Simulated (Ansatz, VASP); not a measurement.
LiH in VASP and in Ansatz

```
CELL_PARAMETERS angstrom
2.54694 0.00000 0.00000
0.00000 2.54694 0.00000
0.00000 0.00000 2.52083
ATOMIC_POSITIONS crystal
Li 0.00000 0.00000 0.00000
H 0.50000 0.50000 0.50000
```

Change from the starting cell: epitaxial_xy strain +1.8%.

Alike in both runs: task single point; functional HSE06; k mesh 8 × 8 × 8; no spin polarisation.

```csv
,VASP,Ansatz
version,VASP 6.6.1,Ansatz 0.2.0
potentials or method,"VASP PAW PBE potentials, release 64 (Li_sv, H)","plane waves, PAW"
plane-wave cutoff (eV),520,420
occupations,"gaussian, width 0.01 eV",fixed
valence electrons in the cell,4,4
```

Ansatz gave:

| Property | Result |
| --- | --- |
| gap on the k mesh at the Fermi level (eV) | 1.38 |

Problem. What did VASP give for the same quantities?

Solution. gap on the k mesh at the Fermi level (eV): 1.40.

Ansatz's warnings: stress exchange threshold loose, stress scf threshold loose.

Noted on VASP's run: the cutoff is under 1.25 times that of the potentials, so the pressure is a little rough.
